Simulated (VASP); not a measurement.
Write the native input for VASP 6.6.1 that does the following.

```
Task                   : single point
Functional             : PBE
Potentials or basis    : VASP PAW PBE potentials, release 64 (Al, O)
Cutoff                 : 520 eV
k mesh                 : 1 × 1 × 1
Occupations            : fermi-dirac, width 0.05 eV
Spin                   : no spin polarisation
Dipole correction      : no
Further INCAR settings : ALGO = Normal; EDIFF = 1e-06; NBANDS = 49; ISYM = 0
```

The structure of Al2O3 lies in POSCAR:

```
Al2O3
1.0
    5.1448540000      0.0333890000     -0.0401980000
    0.0333890000      5.5015840000     -0.0056400000
   -0.0401980000     -0.0056400000      5.2914940000
Al O
6 9
Direct
    0.7609592050      0.9763783578      0.4328401038
    0.4730844775      0.7538708035      0.8412000243
    0.9427800861      0.0980060244      0.8916418743
    0.4122029535      0.3028129195      1.0088221964
    0.8795863447      0.5085794580      0.6496662379
    0.2689072803      0.7836041445      0.3001008906
    0.0888480485      0.4108688050      0.9306367566
    0.7089634824      0.1435085232      0.1292157380
    0.5476367832      0.4443880309      0.7076463192
    0.9625121854      0.2024078664      0.5633330861
    0.4390349498      0.9417623945      0.5364998745
    0.2563639375      0.9974843031      0.0140811138
    0.4655482527      0.5767452402      0.1639319542
    0.8016644573      0.8157393827      0.7921118455
    0.9536513977      0.6953623705      0.3815528701
```

One way to write it, as run:

INCAR

```
ALGO = Normal
EDIFF = 1E-6
ENCUT = 520
GGA = PE
GGA_COMPAT = F
ISIF = 2
ISMEAR = -1
ISYM = 0
LASPH = T
LCHARG = F
LREAL = F
LWAVE = F
NBANDS = 49
NELM = 120
PREC = Accurate
SIGMA = 0.05
```

KPOINTS

```
k-points
0
Gamma
  1 1 1
```

Potentials or basis: VASP PAW PBE potentials, release 64 (Al, O).

Launch:

```sh
$ cat potpaw_PBE.64/Al/POTCAR potpaw_PBE.64/O/POTCAR > POTCAR
$ mpirun -np 1 vasp_gam > vasp.out
```

It gave:

```
Pressure               : 12.0 GPa
Largest force          : 2.364 eV/Å
Band gap on the k mesh : 3.28 eV
```

Caveat: the k points lie up to 1.22 Å⁻¹ apart.

It took 15 s on 1 thread of Intel(R) Xeon(R) Platinum 8488C (Sapphire Rapids) (shared host), peak memory 0.21 GiB.
